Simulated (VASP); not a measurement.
**CoPt2O2: single point with PBEsol**

The system is CoPt2O2, a slab with vacuum.

```
Pt O Co
1.0
     2.81018    0.00000    0.00000
    -1.40509    2.43369    0.00000
     0.00000    0.00000   20.89887
Pt O Co
2 2 1
Cartesian
  1.4051 0.8112 7.5000
  0.0000 1.6225 13.3989
  1.4051 0.8112 9.4862
  0.0000 1.6225 11.4127
  0.0000 0.0000 10.4494
```

- Program: VASP 6.6.1
- Task: single point
- Functional: PBEsol
- Potentials or basis: VASP PAW PBE potentials, release 64 (Pt, O, Co)
- Cutoff: 520 eV
- k mesh: 12 × 12 × 1
- Occupations: gaussian, width 0.1 eV
- Spin: no spin polarisation
- Dipole correction: no
- Further INCAR settings: ALGO = Normal; EDIFF = 1e-06; NBANDS = 28

* Largest force: 0.793 eV/Å
* Band gap on the k mesh: zero (an odd number of electrons rules out a gap without spin polarisation)

Forces on the atoms (eV/Å):
```
Pt   0.000  0.000 -0.793
Pt   0.000  0.000  0.793
O    0.000  0.000  0.255
O    0.000  0.000 -0.255
Co   0.000  0.000  0.000
```

Levels at points of the mesh, in eV from the Fermi level:
| k point | band 16 | band 17 | band 18 | band 19 | band 20 | band 21 | band 22 | band 23 | band 24 | band 25 |
| --- | --- | --- | --- | --- | --- | --- | --- | --- | --- | --- |
| (0.00, 0.00, 0.00) | -1.80 | -1.80 | -1.14 | -1.14 | -0.85 | -0.64 | -0.64 | -0.21 | 1.78 | 1.78 |
| (0.50, 0.00, 0.00) | -1.12 | -0.97 | -0.20 | 0.14 | 0.34 | 0.34 | 1.61 | 1.64 | 2.32 | 2.33 |

It took 4.3 min on 1 thread of Intel Xeon 8259CL (shared host), peak memory 0.33 GiB.

Caveat: there is no dipole correction, which matters where the two faces differ; the PAW data sets were made with another functional, which shifts forces and pressure a little; spin-orbit coupling is left out, which moves the levels of the heavy elements; an odd number of electrons without spin polarisation forces a metal; a magnetic or distorted state may lie lower; the run has no spin polarisation, though such a crystal can be magnetic. Spin polarisation is off, so any magnetic state and its effect on volume and gap are missing.
